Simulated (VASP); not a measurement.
# Be (P2_1/m) in VASP: notebook, part 2 of 2

VASP 6.6.1. The steps go on from the part before.

### 3 Single point, PBE+D3(BJ) (atoms displaced along several vibrational modes)

Contents of INCAR:

```
SYSTEM = Be
  PREC = Accurate
  ENCUT = 520
  EDIFF = 1E-6
  ISMEAR = 0
  SIGMA = 0.15
  LREAL = .False.
  LASPH = .True.
  NELM = 60
  ALGO = Fast
  ISIF = 2
  LWAVE = .False.
  LCHARG = .True.
  GGA = PE
  IVDW = 12
  LELF = .True.
  LVHAR = .True.
  NBANDS = 9
```

Contents of KPOINTS:

```
regular mesh
0
Gamma
  24 24 12
  0 0 0
```

Contents of POSCAR:

```
Be
1.0
    2.2141966284      0.0000000000      0.0000000000
   -1.1070983142      1.9175505292      0.0000000000
    0.0000000000      0.0000000000      3.5001053904
Be
2
Direct
    0.3277112886      0.7391549781      0.2500000000
    0.6722887114      0.2608450219      0.7500000000
```

Potentials or basis: VASP PAW PBE potentials, release 64 (Be).

Started as:

```
$ cat potpaw_PBE.64/Be/POTCAR > POTCAR
$ mpirun -np 1 vasp_std > vasp.out
```

OUTCAR:

```text
SYSTEM = Be
   PREC = Accurate
   ENCUT = 520
   EDIFF = 1E-6
   ISMEAR = 0
   LREAL = .False.
   LASPH = .True.
   NELM = 60
   ISIF = 2
   GGA = PE
   IVDW = 12
 IVDW          = 12

 ion  position               nearest neighbor table
   1  0.328  0.739  0.250-   2 2.02   2 2.02   2 2.18   2 2.18   2 2.36   2 2.36
   2  0.672  0.261  0.750-   1 2.02   1 2.02   1 2.18   1 2.18   1 2.36   1 2.36

  LATTYP: Found a hexagonal cell.
 ALAT       =     2.2141966284
 C/A-ratio  =     1.5807563545

  Lattice vectors:

 A1 = (   2.2141966284,   0.0000000000,   0.0000000000)
 A2 = (  -1.1070983142,   1.9175505292,   0.0000000000)
 A3 = (   0.0000000000,   0.0000000000,   3.5001053904)

Analysis of symmetry for initial positions (statically):
=====================================================================
 Subroutine PRICEL returns:
 Original cell was already a primitive cell.

 Routine SETGRP: Setting up the symmetry group for a
 hexagonal supercell.

 Subroutine GETGRP returns: Found  4 space group operations
 (whereof  2 operations were pure point group operations)
 out of a pool of 24 trial point group operations.

The static configuration has the point symmetry S_2 .
 The point group associated with its full space group is C_2h.

Analysis of symmetry for dynamics (positions and initial velocities):
=====================================================================
 Subroutine PRICEL returns:
 Original cell was already a primitive cell.

 Routine SETGRP: Setting up the symmetry group for a
 hexagonal supercell.

 Subroutine GETGRP returns: Found  4 space group operations
 (whereof  2 operations were pure point group operations)
 out of a pool of 24 trial point group operations.

The dynamic configuration has the point symmetry S_2 .
 The point group associated with its full space group is C_2h.

 Subroutine INISYM returns: Found  4 space group operations
 (whereof  2 operations are pure point group operations),
 and found     1 'primitive' translations

[... 120 lines left out ...]
   LHFCALC =     F    Hartree Fock is set to
   AEXX    =    0.0000 exact exchange contribution
   IVDW    =    12    specifies the selected vdW correction
   LEPSILON=     F    determine dielectric tensor
   LRPA    =     F    only Hartree local field effects (RPA)
 non-spin polarized calculation
 RMM-DIIS sequential band-by-band and
 Gauss-broadening in eV      SIGMA  =   0.15
  energy-cutoff  :      520.00
  volume of cell :       14.86
 maximum number of plane-waves:       418
   NGX =  9   NGY =  9   NGZ = 13

 number of electron       4.0000000 magnetization

 Free energy of the ion-electron system (eV)
  ---------------------------------------------------
  ext. energy  EPLUGINS =         0.00000000
  ---------------------------------------------------
  free energy    TOTEN  =        -7.31041706 eV

  energy without entropy =       -7.30885572  energy(sigma->0) =       -7.30963639

 E-fermi :   7.6702     XC(G=0): -10.8104

 val. band max:        7.6675411709   @ k =   0.2917   0.2917   0.2500
 cond. band min:       7.6804765994   @ k =  -0.3750  -0.2917  -0.3333
 fundamental gap:      0.0129354286
 Fermi energy:         7.6701825641

 k-point     1 :       0.0000    0.0000    0.0000
  band No.  band energies     occupation
      1      -4.1453      2.00000
      2       2.7889      2.00000
      3       8.8209      0.00000
      4      23.6949      0.00000
      5      25.6527      0.00000
      6      25.9732      0.00000
      7      28.8220      0.00000
      8      29.6581      0.00000
      9      34.5490      0.00000
[... 265 lines left out ...]
 k-point    24 :       0.0000    0.3333    0.0000
  band No.  band energies     occupation
      1      -0.8644      2.00000
      2       7.1725      2.00000
      3       7.6458      1.18216
      4      15.1321      0.00000
      5      18.7802      0.00000
      6      19.7801      0.00000
      7      21.6023      0.00000
      8      24.4162      0.00000
      9      29.6551      0.00000

 [... further k-points ...]

------------------------ aborting loop because EDIFF is reached ----------------------------------------

 Edisp (eV)   -0.75724

 E8    (eV) :    -0.2625

  FORCE on cell =-STRESS in cart. coord.  units (eV):
  Direction    XX          YY          ZZ          XY          YZ          ZX
  --------------------------------------------------------------------------------------
  -------------------------------------------------------------------------------------
  Total      -0.66282     0.59310     0.72839     0.59446     0.00000     0.00000
  in kB     -71.45946    63.94368    78.52919    64.09028     0.00000     0.00000
  external pressure =       23.67 kB  Pullay stress =        0.00 kB

 VOLUME and BASIS-vectors are now :
 -----------------------------------------------------------------------------
  energy-cutoff  :      520.00
  volume of cell :       14.86
      direct lattice vectors                 reciprocal lattice vectors
     2.214196628  0.000000000  0.000000000     0.451631073  0.260749322  0.000000000
    -1.107098314  1.917550529  0.000000000     0.000000000  0.521498644  0.000000000
     0.000000000  0.000000000  3.500105390     0.000000000  0.000000000  0.285705683

 POSITION                                       TOTAL-FORCE (eV/Angst)
 -----------------------------------------------------------------------------------
     -0.09270      1.41737      0.87503         0.213167     -1.161461      0.000000
      1.19980      0.50018      2.62508        -0.213167      1.161461      0.000000
 -----------------------------------------------------------------------------------
    total drift:                                0.000000     -0.000000     -0.000000

  FREE ENERGIE OF THE ION-ELECTRON SYSTEM (eV)
  ---------------------------------------------------
  free  energy   TOTEN  =        -8.0676588128 eV

  energy  without entropy=       -8.0660974713  energy(sigma->0) =       -8.06687814
```

stdout:

```text
POSCAR found type information on POSCAR Be
 POSCAR found :  1 types and       2 ions
 scaLAPACK will be used
 LDA part: xc-table for (Slater+PW92), standard interpolation
 POSCAR, INCAR and KPOINTS ok, starting setup
 FFT: planning ... GRIDC
 FFT: planning ... GRID_SOFT
 FFT: planning ... GRID
 WAVECAR not read
 entering main loop
```

Run time: 3.8 min. Hardware: 1 thread of Oxide Virtual Turin-like, shared host; peak memory 0.29 GiB.

What came out:

```yaml
Free_energy: -8.0677 eV
Pressure: 2.4 GPa
Largest_force: 1.181 eV/Å
Band_gap_on_the_k_mesh: zero (bands 2 and 3 overlap by 2.00 eV)
Dispersion_energy_per_atom: -0.379 eV
```

Forces on the atoms (eV/Å):
```
Be   0.213 -1.161  0.000
Be  -0.213  1.161  0.000
```

Stress tensor (GPa, compression positive):
```
-7.15  6.41  0.00
 6.41  6.39  0.00
 0.00  0.00  7.85
```

Levels at points of the mesh, in eV from the Fermi level:
| k point | band 1 | band 2 | band 3 | band 4 | band 5 | band 6 |
| --- | --- | --- | --- | --- | --- | --- |
| (0.00, 0.00, 0.00) | -11.82 | -4.88 | 1.15 | 16.02 | 17.98 | 18.30 |
| (0.50, 0.00, 0.00) | -5.31 | -3.40 | 3.57 | 6.52 | 7.12 | 10.36 |
| (0.00, 0.50, 0.00) | -4.66 | -4.35 | 4.88 | 4.92 | 8.94 | 9.19 |
| (0.50, 0.50, 0.00) | -5.81 | -2.01 | 2.63 | 4.92 | 8.24 | 9.87 |
| (0.00, 0.00, 0.50) | -9.62 | -9.62 | 10.90 | 10.90 | 18.25 | 18.25 |
| (0.50, 0.00, 0.50) | -3.98 | -3.98 | 1.74 | 1.74 | 12.20 | 12.20 |
| (0.00, 0.50, 0.50) | -4.16 | -4.16 | 2.19 | 2.19 | 12.36 | 12.36 |
| (0.50, 0.50, 0.50) | -3.45 | -3.45 | 0.67 | 0.67 | 12.40 | 12.40 |

Caveat: the cell differs from its parent crystal (atoms displaced along several vibrational modes); the stress differs along the axes, from -7 to 8 GPa; forces of over 1 eV/Å act on the atoms, so gaps and moduli don't describe the material at rest.
